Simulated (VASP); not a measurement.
Here is a VASP 6.6.1 calculation.

Contents of INCAR:

```
SYSTEM = Si6Ni3B
ALGO     = Normal         ! electronic algorithm
DIPOL    = 0.5 0.5 0.483
EDIFF    = 1E-7           ! SCF threshold, eV
ENCUT    = 520            ! plane-wave cutoff, eV
GGA      = PS             ! functional
IDIPOL   = 3            
ISIF     = 2              ! what is computed and relaxed
ISMEAR   = 0              ! smearing method
LASPH    = .True.         ! aspherical terms in the spheres
LCHARG   = .True.         ! write CHGCAR
LDIPOL   = .True.       
LELF     = .True.         ! ELF
LREAL    = .False.        ! projectors in reciprocal space
LVACPOTAV= .True.       
LVHAR    = .True.       
LWAVE    = .False.        ! write WAVECAR
NBANDS   = 40             ! bands
NELM     = 80             ! most SCF steps
PREC     = Accurate       ! precision mode
SIGMA    = 0.1            ! smearing width, eV
```

The input KPOINTS:

```
k-points
0
Gamma
  9 9 1
  0 0 0
```

Contents of POSCAR:

```
Si6Ni3B
1.0
    3.8123023566      0.0000000000      0.0000000000
   -1.9061511783      3.3015506877      0.0000000000
    0.0000000000      0.0000000000     26.7818295990
Si Ni B
6 3 1
Direct
    0.0000000000      0.0000000000      0.3173793623
    0.3333333334      0.6666666667      0.3754921180
    0.6666666667      0.3333333333      0.4336048737
   -0.0033786485     -0.0067572971      0.4939500366
    0.3067837776      0.6135675553      0.5497096903
    0.4722517591     -0.0554964817      0.6367975346
    0.6666666667      0.3333333333      0.3464357401
    0.3341998152      0.6683996304      0.4619016085
   -0.0299358597     -0.0598717194      0.5773444546
    0.7875071067      0.5750142135      0.6345718005
```

Potentials or basis: VASP PAW PBE potentials, release 64 (Si, Ni, B).

Run with:

```bash
$ cat potpaw_PBE.64/Si/POTCAR potpaw_PBE.64/Ni/POTCAR potpaw_PBE.64/B/POTCAR > POTCAR
$ mpirun -np 1 vasp_std > vasp.out
```

Question: Estimate the band gap on the k mesh.

Answer: Zero (an odd number of electrons rules out a gap without spin polarisation).

Question: Estimate the largest force.

Answer: 0.758 eV/Å.

Forces in eV/Å, atoms in the order of the input:
```
Si   0.000 -0.024  0.758
Si   0.000  0.044 -0.566
Si   0.000 -0.048 -0.157
Si   0.000  0.005 -0.004
Si   0.000  0.005 -0.005
Si   0.000 -0.025  0.005
Ni   0.000  0.025 -0.059
Ni   0.000  0.001  0.010
Ni   0.000  0.010 -0.002
B    0.000  0.007  0.018
```

Caveat: the PAW data sets were made with another functional, which shifts forces and pressure a little. Spin polarisation is off, so any magnetic state and its effect on volume and gap are missing.
